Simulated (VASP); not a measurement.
# CaO (Fm-3m) in VASP: a series of runs, part 3 of 3

VASP 6.6.1. The steps go on from the part before.

## Step 5: Vibrations by perturbation theory, PBEsol

This run uses another cell than the first one, of 13.54 Å³/atom.

INCAR

```
PREC = Accurate ; ENCUT = 520
EDIFF = 1E-8 ; ISMEAR = 0
SIGMA = 0.01 ; LREAL = F
LASPH = T ; NELM = 60
ALGO = Normal ; ISIF = 2
LWAVE = F ; LCHARG = F
GGA = PS ; NBANDS = 15
IBRION = 8 ; NSW = 1
```

KPOINTS

```
regular mesh
0
Gamma
  8 8 8
```

POSCAR

```
CaO
1.0
    0.0000000000      2.3835783342      2.3835783342
    2.3835783342      0.0000000000      2.3835783342
    2.3835783342      2.3835783342      0.0000000000
Ca O
1 1
Direct
    0.0000000000      0.0000000000      0.0000000000
    0.5000000000      0.5000000000      0.5000000000
```

Potentials or basis: VASP PAW PBE potentials, release 64 (Ca_sv, O).

The run is started by

```
> cat potpaw_PBE.64/Ca_sv/POTCAR potpaw_PBE.64/O/POTCAR > POTCAR
> mpirun -np 1 vasp_std > vasp.out
```

OUTCAR:

```text
PREC = Accurate
   ENCUT = 520
   EDIFF = 1E-8
   ISMEAR = 0
   LREAL = F
   LASPH = T
   NELM = 60
   ISIF = 2
   GGA = PS
   IBRION = 8
   NSW = 1

 ion  position               nearest neighbor table
   1  0.000  0.000  0.000-   2 2.38   2 2.38   2 2.38   2 2.38   2 2.38   2 2.38
   2  0.500  0.500  0.500-   1 2.38   1 2.38   1 2.38   1 2.38   1 2.38   1 2.38

  LATTYP: Found a face centered cubic cell.
 ALAT       =     4.7671566684

  Lattice vectors:

 A1 = (   0.0000000000,   2.3835783342,   2.3835783342)
 A2 = (   2.3835783342,   0.0000000000,   2.3835783342)
 A3 = (   2.3835783342,   2.3835783342,   0.0000000000)

Analysis of symmetry for initial positions (statically):
=====================================================================
 Subroutine PRICEL returns:
 Original cell was already a primitive cell.

 Routine SETGRP: Setting up the symmetry group for a
 face centered cubic supercell.

 Subroutine GETGRP returns: Found 48 space group operations
 (whereof 48 operations were pure point group operations)
 out of a pool of 48 trial point group operations.

The static configuration has the point symmetry O_h .

Analysis of symmetry for dynamics (positions and initial velocities):
=====================================================================
 Subroutine PRICEL returns:
 Original cell was already a primitive cell.

 Routine SETGRP: Setting up the symmetry group for a
 face centered cubic supercell.

 Subroutine GETGRP returns: Found 48 space group operations
 (whereof 48 operations were pure point group operations)
 out of a pool of 48 trial point group operations.
[... 617 lines left out ...]
    total drift:                                0.000000      0.000000      0.000000

  FREE ENERGIE OF THE ION-ELECTRON SYSTEM (eV)
  ---------------------------------------------------
  free  energy   TOTEN  =       -13.4107989687 eV

  energy  without entropy=      -13.4107989687  energy(sigma->0) =      -13.41079897

[... ionic steps 2 to 3 ...]

--------------------------------------- Ionic step        4  -------------------------------------------

------------------------ aborting loop because EDIFF is reached ----------------------------------------

[... ionic steps 5 to 6 ...]

--------------------------------------- Ionic step        7  -------------------------------------------

 Free energy of the ion-electron system (eV)
  ---------------------------------------------------
  ---------------------------------------------------
  free energy    TOTEN  =        -0.36192642 eV

  energy without entropy =       -0.36192642

------------------------ aborting loop because EDIFF is reached ----------------------------------------

 INTERNAL STRAIN TENSOR  FOR ION    2  DIRECTION 1   (eV/Angst):
 -----------------------------------------------------------------------------
     0.01959 -0.00000  0.00000
    -0.00000 -0.01100  0.00000
    -0.00000  0.00000 -0.01100

 INTERNAL STRAIN TENSOR FOR ION    2 for displacements in x,y,z  (eV/Angst):
          X           Y           Z          XY          YZ          ZX
  --------------------------------------------------------------------------------
  x     0.00000     0.00000     0.00000     0.00000     0.00000     0.00000
  y     0.00000     0.00000     0.00000     0.00000     0.00000     0.00000
  z     0.00000     0.00000     0.00000     0.00000     0.00000     0.00000

 SECOND DERIVATIVES (NOT SYMMETRIZED)
 ------------------------------------
               1X          1Y          1Z          2X          2Y          2Z
  1X    -3.287693    0.000000    0.000000    3.287693    0.000000    0.000000
  1Y     0.000000   -3.287693    0.000000    0.000000    3.287693    0.000000
  1Z     0.000000    0.000000   -3.287693    0.000000    0.000000    3.287693
  2X     3.279235    0.000000    0.000000   -3.279235    0.000000    0.000000
  2Y     0.000000    3.279235    0.000000    0.000000   -3.279235    0.000000
  2Z     0.000000    0.000000    3.279235    0.000000    0.000000   -3.279235

 Eigenvectors and eigenvalues of the dynamical matrix
 ----------------------------------------------------

   1 f  =    8.374908 THz    52.621100 2PiTHz  279.356869 cm-1    34.635822 meV
             X         Y         Z           dx          dy          dz
      0.000000  0.000000  0.000000     0.534643   -0.000000   -0.000000
      2.383578  2.383578  2.383578    -0.845078   -0.000000   -0.000000
[... 21 lines left out ...]
   6 f/i=    0.004874 THz     0.030624 2PiTHz    0.162578 cm-1     0.020157 meV
             X         Y         Z           dx          dy          dz
      0.000000  0.000000  0.000000    -0.006607    0.026689    0.844631
      2.383578  2.383578  2.383578    -0.004180    0.016885    0.534359

--------------------------------------------------------------------------------------------------------

 ELASTIC MODULI CONTR FROM IONIC RELAXATION (kBar)
 Direction    XX          YY          ZZ          XY          YZ          ZX
 --------------------------------------------------------------------------------
 XX           0.0000      0.0000      0.0000      0.0000      0.0000      0.0000
 YY           0.0000      0.0000      0.0000      0.0000      0.0000      0.0000
 ZZ           0.0000      0.0000      0.0000      0.0000      0.0000      0.0000
 XY           0.0000      0.0000      0.0000      0.0000      0.0000      0.0000
 YZ           0.0000      0.0000      0.0000      0.0000      0.0000      0.0000
 ZX           0.0000      0.0000      0.0000      0.0000      0.0000      0.0000
 --------------------------------------------------------------------------------
```

stdout:

```text
POSCAR found type information on POSCAR CaO
 POSCAR found :  2 types and       2 ions
 scaLAPACK will be used
 -----------------------------------------------------------------------------
|                                                                             |
|                                                                             |
|     You enforced a specific xc type in the INCAR file but a different       |
|     I HOPE YOU KNOW WHAT YOU ARE DOING!                                     |
|                                                                             |
 -----------------------------------------------------------------------------

 LDA part: xc-table for (Slater+PW92), standard interpolation
 POSCAR, INCAR and KPOINTS ok, starting setup
 FFT: planning ... GRIDC
 FFT: planning ... GRID_SOFT
 FFT: planning ... GRID
 WAVECAR not read
 entering main loop
 Linear response reoptimize wavefunctions to high precision
 Linear response DOF=           2
 Linear response progress:
 first order change of Fermi-energy   0.22219E-03
 force on displaced ion       1 direction 1 :  -3.288   0.000   0.000
 Linear response progress:
 first order change of Fermi-energy   0.13515E-03
 force on displaced ion       2 direction 1 :  -3.279   0.000   0.000
 Linear response finished
```

It took 86 s on 1 thread of Intel Xeon 6975P-C (Granite Rapids), shared host; peak memory 0.21 GiB.

What came out:

- Highest phonon frequency at Γ, LO-TO splitting left out: 279 cm⁻¹

Phonon frequencies in cm⁻¹ (negative: imaginary):
```csv
q point,frequencies
"(0.000, 0.000, 0.000)",0 0 0 279 279 279
```

Caveat: the PAW data sets were made with another functional, which shifts forces and pressure a little.

## Step 6: Vibrations by perturbation theory, PBEsol (13.95 Å³/atom)

This run uses another cell than the first one, of 13.95 Å³/atom.

INCAR

```
SYSTEM = CaO
PREC = Accurate
ENCUT = 520
EDIFF = 1E-8
ISMEAR = 0
SIGMA = 0.01
LREAL = .False.
LASPH = .True.
NELM = 60
ALGO = Normal
ISIF = 2
LWAVE = .False.
LCHARG = .False.
GGA = PS
IBRION = 8
NSW = 1
```

KPOINTS

```
regular mesh
0
Gamma
  8 8 8
  0 0 0
```

POSCAR

```
CaO
1.0
    0.0000000000      2.4071796546      2.4071796546
    2.4071796546      0.0000000000      2.4071796546
    2.4071796546      2.4071796546      0.0000000000
Ca O
1 1
Direct
    0.0000000000      0.0000000000      0.0000000000
    0.5000000000      0.5000000000      0.5000000000
```

Potentials or basis: VASP PAW PBE potentials, release 64 (Ca_sv, O).

The run is started by

```
> cat potpaw_PBE.64/Ca_sv/POTCAR potpaw_PBE.64/O/POTCAR > POTCAR
> mpirun -np 1 vasp_std > vasp.out
```

OUTCAR:

```text
SYSTEM = CaO
   PREC = Accurate
   ENCUT = 520
   EDIFF = 1E-8
   ISMEAR = 0
   LREAL = .False.
   LASPH = .True.
   NELM = 60
   ISIF = 2
   GGA = PS
   IBRION = 8
   NSW = 1

 ion  position               nearest neighbor table
   1  0.000  0.000  0.000-   2 2.41   2 2.41   2 2.41   2 2.41   2 2.41   2 2.41
   2  0.500  0.500  0.500-   1 2.41   1 2.41   1 2.41   1 2.41   1 2.41   1 2.41

  LATTYP: Found a face centered cubic cell.
 ALAT       =     4.8143593092
[... 619 lines left out ...]
               1X          1Y          1Z          2X          2Y          2Z
  1X    -2.834175    0.000000    0.000000    2.834175    0.000000    0.000000
  1Y     0.000000   -2.834175    0.000000    0.000000    2.834175    0.000000
  1Z     0.000000    0.000000   -2.834175    0.000000    0.000000    2.834175
  2X     2.782455    0.000000    0.000000   -2.782455    0.000000    0.000000
  2Y     0.000000    2.782455    0.000000    0.000000   -2.782455    0.000000
  2Z     0.000000    0.000000    2.782455    0.000000    0.000000   -2.782455

 Eigenvectors and eigenvalues of the dynamical matrix
 ----------------------------------------------------

   1 f  =    7.732152 THz    48.582545 2PiTHz  257.916837 cm-1    31.977598 meV
             X         Y         Z           dx          dy          dz
      0.000000  0.000000  0.000000     0.000000    0.537675    0.000000
      2.407180  2.407180  2.407180     0.000000   -0.843152    0.000000
[... 21 lines left out ...]
   6 f/i=    0.032279 THz     0.202812 2PiTHz    1.076696 cm-1     0.133493 meV
             X         Y         Z           dx          dy          dz
      0.000000  0.000000  0.000000     0.000000    0.000000    0.843152
      2.407180  2.407180  2.407180     0.000000    0.000000    0.537675

--------------------------------------------------------------------------------------------------------

 ELASTIC MODULI CONTR FROM IONIC RELAXATION (kBar)
 Direction    XX          YY          ZZ          XY          YZ          ZX
 --------------------------------------------------------------------------------
 XX           0.0000      0.0000      0.0000      0.0000      0.0000      0.0000
 YY           0.0000      0.0000      0.0000      0.0000      0.0000      0.0000
 ZZ           0.0000      0.0000      0.0000      0.0000      0.0000      0.0000
 XY           0.0000      0.0000      0.0000      0.0000      0.0000      0.0000
 YZ           0.0000      0.0000      0.0000      0.0000      0.0000      0.0000
 ZX           0.0000      0.0000      0.0000      0.0000      0.0000      0.0000
 --------------------------------------------------------------------------------
```

OSZICAR:

```text
N       E                     dE             d eps       ncg     rms          rms(c)
DAV:   1     0.130732411727E+03    0.13073E+03   -0.86802E+03   696   0.135E+03
DAV:   2    -0.803705771778E+01   -0.13877E+03   -0.13230E+03   800   0.341E+02
DAV:   3    -0.146944474297E+02   -0.66574E+01   -0.66031E+01   900   0.765E+01
[... 58 lines left out ...]
RMM:  11    -0.361919849180E+00   -0.88074E-07    0.16107E-07  3248   0.372E-04    0.270E-05
RMM:  12    -0.361920208554E+00   -0.35937E-06   -0.45560E-07  3091   0.206E-04    0.787E-06
RMM:  13    -0.361920113947E+00    0.94608E-07    0.27700E-07  3165   0.979E-05    0.612E-06
RMM:  14    -0.361920161639E+00   -0.47693E-07   -0.15706E-07  3250   0.519E-05    0.293E-06
RMM:  15    -0.361920170083E+00   -0.84434E-08    0.56368E-08  3282   0.268E-05    0.136E-06
 Linear response finished
```

Wall time 72 s (1 thread of Intel Xeon 6975P-C (Granite Rapids), shared host); peak memory 0.2 GiB.

Results:

```
Highest phonon frequency at Γ, LO-TO splitting left out : 258 cm⁻¹
```

Phonon frequencies in cm⁻¹ (negative: imaginary):
```tsv
q point	frequencies
(0.000, 0.000, 0.000)	-1 -1 -1 258 258 258
```

Caveat: the cell stands under pressure or tension, which shifts response properties; the PAW data sets were made with another functional, which shifts forces and pressure a little.
